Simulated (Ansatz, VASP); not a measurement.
# As in VASP and in Ansatz

File POSCAR:

```
As
1.0
    2.7392605843      0.0000000000      0.0000000000
    0.0000000000      2.7392605843      0.0000000000
    0.0000000000      0.0000000000      2.7392605843
As
1
Direct
    0.5000000000      0.5000000000      0.5000000000
```

Contents of INCAR.step1:

```
SYSTEM = As
ALGO = Normal ; EDIFF = 1E-5
ENCUT = 520 ; GGA = PE
GGA_COMPAT = .FALSE. ; ISIF = 2
ISMEAR = -1 ; LASPH = .TRUE.
LCHARG = .FALSE. ; LREAL = .FALSE.
LWAVE = .TRUE. ; NBANDS = 14
NELM = 120 ; PREC = Accurate
SIGMA = 0.05
```

The input INCAR.step2:

```
SYSTEM = As
AEXX = 0.25 ; ALGO = Normal
EDIFF = 1E-6 ; ENCUT = 520
GGA = PE ; GGA_COMPAT = .FALSE.
ISIF = 2 ; ISMEAR = -1
ISTART = 1 ; LASPH = .TRUE.
LCHARG = .FALSE. ; LHFCALC = .TRUE.
LREAL = .FALSE. ; LWAVE = .FALSE.
NBANDS = 14 ; NELM = 120
PREC = Accurate ; PRECFOCK = Normal
SIGMA = 0.05
```

Contents of KPOINTS:

```
k-points
0
G
  6 6 6
  0 0 0
```

The input input.yaml:

```yaml
crystal:
  lattice:
    - [2.7392605843, 0.0, 0.0]
    - [0.0, 2.7392605843, 0.0]
    - [0.0, 0.0, 2.7392605843]
  atoms:
    - { symbol: As, position: [0.5, 0.5, 0.5] }
hamiltonian:
  xc: pbe0
  pseudopotentials: { kind: paw }
kpoints:
  mp_grid: { grid: [6, 6, 6] }
scf:
  occupations: { method: fermi_dirac, width: 0.05 }
output:
  forces: true
  stress: true
  eigenvalues: true
  write_density: true
  write_potential: true
  elf: true
  volumetric_format: npy
```

Alike in both runs: task single point; functional PBE0; k mesh 6 × 6 × 6; occupations fermi-dirac, width 0.05 eV; no spin polarisation.

|  | VASP | Ansatz |
| --- | --- | --- |
| version | VASP 6.6.1 | Ansatz 0.2.0 |
| potentials or method | VASP PAW PBE potentials, release 64 (As_d) | Ansatz PAW |
| plane-wave cutoff (eV) | 520 | 420 |
| valence electrons in the cell | 15 | 15 |

```csv
,VASP,Ansatz,Ansatz less VASP
gap on the k mesh at the Fermi level (eV),none,none,-
pressure (GPa),-0.6,-0.9,-0.32
```

A gap of «none» marks a metal or a gap that the smearing closes.

The k mesh is coarse, so the values compare programs but aren't converged.
